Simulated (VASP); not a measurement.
# BaTiO3 (P1) in VASP: single point with r2SCAN

Aim: the single point of BaTiO3 with r2SCAN.

Program: VASP 6.6.1. These are calculated values, not measurements. Logs are shortened: lines on timing, memory, paths and dates and some standing lists are left out, and cuts for length are marked.

### Step 1. The cell of the first run

The typed cell holds 5 atoms: a = 3.806 Å, b = 3.988 Å, c = 3.954 Å, α = 89.76°, β = 88.93°, γ = 91.48°.

### Step 2. Single point, r2SCAN

Contents of POSCAR:

```
BaTiO3
1.0
    3.8052040000     -0.0504620000      0.0363090000
   -0.0504620000      3.9872340000      0.0085390000
    0.0363090000      0.0085390000      3.9536070000
Ba O Ti
1 3 1
Direct
    0.9668710000      0.9950190000      0.9880480000
    0.5124600000      0.5217120000      0.9822640000
    0.9872120000      0.5395110000      0.4883210000
    0.4517890000      0.0048180000      0.5073190000
    0.5365870000      0.4800160000      0.5071620000
```

Contents of INCAR.step1:

```
PREC = Accurate
ENCUT = 520
ISMEAR = -5
SIGMA = 0.1
LREAL = F
LASPH = T
NELM = 80
NBANDS = 28
GGA = PE
ALGO = Normal
EDIFF = 1E-4
LWAVE = T
LCHARG = F
```

Contents of INCAR.step2:

```
PREC = Accurate
ENCUT = 520
EDIFF = 1E-6
ISMEAR = -5
SIGMA = 0.1
LREAL = F
LASPH = T
NELM = 80
ALGO = Normal
ISIF = 2
LWAVE = F
LCHARG = T
METAGGA = R2SCAN
LMIXTAU = T
LELF = T
LVHAR = T
NBANDS = 28
ISTART = 1
```

Contents of KPOINTS:

```
Automatic mesh
0
Gamma
  5 5 5
```

Potentials or basis: VASP PAW PBE potentials, release 64 (Ba_sv, O, Ti_sv).

Started as:

```console
$ cat potpaw_PBE.64/Ba_sv/POTCAR potpaw_PBE.64/O/POTCAR potpaw_PBE.64/Ti_sv/POTCAR > POTCAR
$ cp INCAR.step1 INCAR
$ mpirun -np 1 vasp_std > vasp.out
$ cp INCAR.step2 INCAR
$ mpirun -np 1 vasp_std > vasp.out
```

OUTCAR:

```text
PREC = Accurate
   ENCUT = 520
   EDIFF = 1E-6
   ISMEAR = -5
   LREAL = F
   LASPH = T
   NELM = 80
   ISIF = 2
   METAGGA = R2SCAN
   ISTART = 1

 ion  position               nearest neighbor table
   1  0.967  0.995  0.988-   2 2.53   4 2.62   3 2.68   3 2.69   2 2.76   4 2.76   4 2.79   4 2.81
                             2 2.84   2 2.91   3 2.93   3 2.94   5 3.21   5 3.24   5 3.27   5 3.28
   2  0.512  0.522  0.982-   5 1.89   5 2.09   1 2.53   1 2.76   1 2.84   1 2.91
   3  0.987  0.540  0.488-   5 1.73   5 2.11   1 2.68   1 2.69   1 2.93   1 2.94
   4  0.452  0.005  0.507-   5 1.91   5 2.13   1 2.62   1 2.76   1 2.79   1 2.81
   5  0.537  0.480  0.507-   3 1.73   2 1.89   4 1.91   2 2.09   3 2.11   4 2.13   1 3.21   1 3.24
                             1 3.27   1 3.28   1 3.41   1 3.55   1 3.56   1 3.67

  LATTYP: Found a triclinic cell.
 ALAT       =     5.4362923266
 B/A-ratio  =     0.7272940281
 C/A-ratio  =     0.7335077312
 COS(alpha) =     0.0041846251
 COS(beta)  =     0.0211687424
 COS(gamma) =     0.7142073610

  Lattice vectors:

 A1 = (  -3.7688950000,   0.0590010000,   3.9172980000)
 A2 = (   0.0363090000,   0.0085390000,   3.9536070000)
 A3 = (  -0.0504620000,   3.9872340000,   0.0085390000)

Analysis of symmetry for initial positions (statically):
=====================================================================
 Subroutine PRICEL returns:
 Original cell was already a primitive cell.

 Routine SETGRP: Setting up the symmetry group for a
 triclinic supercell.

 Subroutine GETGRP returns: Found  1 space group operations
 (whereof  1 operations were pure point group operations)
 out of a pool of  2 trial point group operations.

The static configuration has the point symmetry C_1 .

Analysis of symmetry for dynamics (positions and initial velocities):
=====================================================================
 Subroutine PRICEL returns:
 Original cell was already a primitive cell.

 Routine SETGRP: Setting up the symmetry group for a
 triclinic supercell.

 Subroutine GETGRP returns: Found  1 space group operations
 (whereof  1 operations were pure point group operations)
 out of a pool of  2 trial point group operations.

The dynamic configuration has the point symmetry C_1 .

 Subroutine INISYM returns: Found  1 space group operations
 (whereof  1 operations are pure point group operations),
 and found     1 'primitive' translations

----------------------------------------------------------------------------------------

                                     Primitive cell

  volume of cell :      59.9694

  direct lattice vectors                    reciprocal lattice vectors
     3.805204000 -0.050462000  0.036309000     0.262865290  0.003331980 -0.002421290
    -0.050462000  3.987234000  0.008539000     0.003331980  0.250843825 -0.000572373
     0.036309000  0.008539000  3.953607000    -0.002421290 -0.000572373  0.252957060

  length of vectors
     3.805711791  3.987562451  3.953782944     0.262897557  0.250866606  0.252969295

  position of ions in fractional coordinates (direct lattice)
     0.966871000  0.995019000  0.988048000
     0.512460000  0.521712000  0.982264000
     0.987212000  0.539511000  0.488321000
     0.451789000  0.004818000  0.507319000
     0.536587000  0.480016000  0.507162000

  ion indices of the primitive-cell ions
   primitive index   ion index
                 1           1
                 2           2
                 3           3
                 4           4
                 5           5

----------------------------------------------------------------------------------------

 KPOINTS: Automatic mesh

Automatic generation of k-mesh.
 Grid dimensions read from file:
 generate k-points for:    5    5    5

 Generating k-lattice:

  Cartesian coordinates                     Fractional coordinates (reciprocal lattice)
     0.052573058  0.000666396 -0.000484258     0.200000000 -0.000000000  0.000000000
     0.000666396  0.050168765 -0.000114475    -0.000000000  0.200000000  0.000000000
    -0.000484258 -0.000114475  0.050591412     0.000000000 -0.000000000  0.200000000

  Length of vectors
     0.052579511  0.050173321  0.050593859

  Shift w.r.t. Gamma in fractional coordinates (k-lattice)
     0.000000000  0.000000000  0.000000000

 TETIRR: Found    372 inequivalent tetrahedra from      750

 Subroutine IBZKPT returns following result:
 ===========================================

 Found     63 irreducible k-points:

 Following reciprocal coordinates:
            Coordinates               Weight
  0.000000  0.000000  0.000000      1.000000
  0.200000 -0.000000  0.000000      2.000000
  0.400000  0.000000  0.000000      2.000000
 -0.000000  0.200000  0.000000      2.000000
  0.200000  0.200000  0.000000      2.000000
  0.400000  0.200000  0.000000      2.000000
[... 16 lines left out ...]
 -0.200000  0.200000  0.200000      2.000000
  0.000000  0.400000  0.200000      2.000000
 [... further k-points ...]
   k-points           NKPTS =     63   k-points in BZ     NKDIM =     63   number of bands    NBANDS=     28
   number of dos      NEDOS =    301   number of ions     NIONS =      5
   total plane-waves  NPLWV =  25200
   dimension x,y,z NGX =    28 NGY =   30 NGZ =   30
   dimension x,y,z NGXF=    56 NGYF=   60 NGZF=   60
   ions per type =               1   3   1
   NGX,Y,Z   is equivalent  to a cutoff of  12.23, 12.51, 12.61 a.u.
   NGXF,Y,Z  is equivalent  to a cutoff of  24.46, 25.01, 25.23 a.u.
 SYSTEM =  unknown system
   PREC   = accura    normal or accurate (medium, high low for compatibility)
   ISTART =      1    job   : 0-new  1-cont  2-samecut
   ICHARG =      0    charge: 1-file 2-atom 10-const
   ISPIN  =      1    spin polarized calculation?
   LNONCOLLINEAR =      F non collinear calculations
   LSORBIT =      F    spin-orbit coupling
   LASPH  =      T    aspherical Exc in radial PAW
   ENCUT  =  520.0 eV  38.22 Ry    6.18 a.u.   7.08  7.41  7.35*2*pi/ulx,y,z
   NELM   =     80;   NELMIN=  2; NELMDL=  0     # of ELM steps
   EDIFF  = 0.1E-05   stopping-criterion for ELM
   LREAL  =      F    real-space projection
   EDIFFG = 0.1E-04   stopping-criterion for IOM
   NSW    =      0    number of steps for IOM
   IBRION =     -1    ionic relax: 0-MD 1-quasi-New 2-CG
   NFREE  =      0    steps in history (QN), initial steepest desc. (CG)
   ISIF   =      2    stress and relaxation
   ISYM   =      2    0-nonsym 1-usesym 2-fastsym
   POTIM  = 0.5000    time-step for ionic-motion
   TEBEG  =    0.0;   TEEND  =   0.0 temperature during run
   PSTRESS=    0.0 pullay stress
   NELECT =      40.0000    total number of electrons
   NUPDOWN=      -1.0000    fix difference up-down
   EMIN   =  10.00;   EMAX   =-10.00  energy-range for DOS
   EFERMI =   0.00;   METHOD = LEGACY
   ISMEAR =    -5;   SIGMA  =   0.10  broadening in eV -4-tet -1-fermi 0-gaus
   EFERMI_NEDOS =   21; number of points for ismear=-14 and -15
   IALGO  =     38    algorithm
   IMIX   =      4    mixing-type and parameters
     AMIX     =   0.40;   BMIX     =  1.00
     AMIX_MAG =   1.60;   BMIX_MAG =  1.00
  volume/ion in A,a.u.               =      11.99        80.94
  Fermi-wavevector in a.u.,A,eV,Ry     =   1.430380  2.703027 27.837352  2.045988
  Thomas-Fermi vector in A             =   2.550232
   LORBIT       =      0    0 simple, 1 ext, 2 COOP (PROOUT), +10 PAW based schemes
   METAGGA = R2SCAN    functional components
   LHFCALC =     F    Hartree Fock is set to
   AEXX    =    0.0000 exact exchange contribution
   IVDW    =     0    specifies the selected vdW correction
   LEPSILON=     F    determine dielectric tensor
   LRPA    =     F    only Hartree local field effects (RPA)
 non-spin polarized calculation
 Fermi weights with tetrahedron method with Bloechl corrections
  energy-cutoff  :      520.00
  volume of cell :       59.97
 maximum number of plane-waves:      1631
   NGX = 15   NGY = 15   NGZ = 15

 number of electron      40.0000012 magnetization

 Free energy of the ion-electron system (eV)
  ---------------------------------------------------
  ext. energy  EPLUGINS =         0.00000000
  ---------------------------------------------------
  free energy    TOTEN  =       -73.40409612 eV

  energy without entropy =      -73.40409612  energy(sigma->0) =      -73.40409612

 E-fermi :   4.0537     XC(G=0): -12.2795

 val. band max:        3.8782519444   @ k =  -0.4000  -0.4000   0.4000
 cond. band min:       6.8398680550   @ k =   0.0000   0.0000   0.0000
 fundamental gap:      2.9616161106
 Fermi energy:         4.0537383599

 k-point     1 :       0.0000    0.0000    0.0000
  band No.  band energies     occupation
      1     -54.1875      2.00000
      2     -29.5858      2.00000
      3     -29.4079      2.00000
      4     -29.3724      2.00000
      5     -21.3145      2.00000
      6     -14.0684      2.00000
[... 20 lines left out ...]
     27      10.0785      0.00000
     28      12.9631      0.00000

 k-point     2 :       0.2000   -0.0000    0.0000
  band No.  band energies     occupation
      1     -54.1866      2.00000
      2     -29.6234      2.00000
      3     -29.4065      2.00000
      4     -29.3717      2.00000
      5     -21.2398      2.00000
      6     -13.9588      2.00000
[... 20 lines left out ...]
     27      10.9308      0.00000
     28      13.4257      0.00000

 k-point     3 :       0.4000    0.0000    0.0000
  band No.  band energies     occupation
      1     -54.1852      2.00000
      2     -29.6837      2.00000
      3     -29.4043      2.00000
      4     -29.3701      2.00000
      5     -21.1135      2.00000
      6     -14.1012      2.00000
[... 616 lines left out ...]
      3     -29.4311      2.00000
      4     -29.3915      2.00000
      5     -21.1449      2.00000
      6     -13.9899      2.00000
[... 20 lines left out ...]
     27      11.9360      0.00000
     28      13.5296      0.00000

 k-point    24 :       0.0000    0.4000    0.2000
  band No.  band energies     occupation
      1     -54.1859      2.00000
      2     -29.5846      2.00000
      3     -29.4320      2.00000
      4     -29.4240      2.00000
      5     -21.1189      2.00000
      6     -14.2682      2.00000
[... 20 lines left out ...]
     27      12.9471      0.00000
     28      13.8225      0.00000

 [... further k-points ...]

------------------------ aborting loop because EDIFF is reached ----------------------------------------

  FORCE on cell =-STRESS in cart. coord.  units (eV):
  Direction    XX          YY          ZZ          XY          YZ          ZX
  --------------------------------------------------------------------------------------
  -------------------------------------------------------------------------------------
  Total       11.7076039      5.3860118      6.3736957      1.6350785     -0.3246401     -0.9030422
  in kB      312.7869575    143.8957331    170.2832545     43.6836805     -8.6732679    -24.1261864
  external PRESSURE =     208.9886484 kB  Pullay stress =       0.0000000 kB

 VOLUME and BASIS-vectors are now :
 -----------------------------------------------------------------------------
  energy-cutoff  :      520.00
  volume of cell :       59.97
      direct lattice vectors                 reciprocal lattice vectors
     3.805204000 -0.050462000  0.036309000     0.262865290  0.003331980 -0.002421290
    -0.050462000  3.987234000  0.008539000     0.003331980  0.250843825 -0.000572373
     0.036309000  0.008539000  3.953607000    -0.002421290 -0.000572373  0.252957060

 POSITION                                       TOTAL-FORCE (eV/Angst)
 -----------------------------------------------------------------------------------
      3.66481      3.92702      3.94996         1.393718      0.506314      0.481308
      1.95935      2.06272      3.90655        -0.769429     -0.838995      0.587216
      3.74705      2.10551      1.97108         1.532656     -0.893191     -0.260161
      1.73733      0.00074      2.02219         1.143255      1.019967     -0.568904
      2.03601      1.89119      2.02870        -3.300200      0.205904     -0.239459
 -----------------------------------------------------------------------------------
    total drift:                               -0.001609      0.002245     -0.004572

  FREE ENERGIE OF THE ION-ELECTRON SYSTEM (eV)
  ---------------------------------------------------
  free  energy   TOTEN  =       -73.4040961203 eV

  energy  without entropy=      -73.4040961203  energy(sigma->0) =      -73.40409612
```

Run time: 6.3 min. Hardware: 1 thread of Intel Xeon 8259CL, shared host; peak memory 0.24 GiB.

What came out:

- Free energy: -73.4041 eV
- Pressure: 20.9 GPa
- Largest force: 3.315 eV/Å
- Band gap on the k mesh: 2.96 eV (least direct gap 3.13 eV)

Forces on the atoms (eV/Å):
```
Ba   1.394  0.506  0.481
O   -0.769 -0.839  0.587
O    1.533 -0.893 -0.260
O    1.143  1.020 -0.569
Ti  -3.300  0.206 -0.239
```

Caveat: the cell stands under pressure; the PAW data sets were made with another functional, which shifts forces and pressure a little; spin-orbit coupling is left out, which moves the levels of the heavy elements; an odd mesh through Γ misses points on the zone boundary, where band edges can lie.
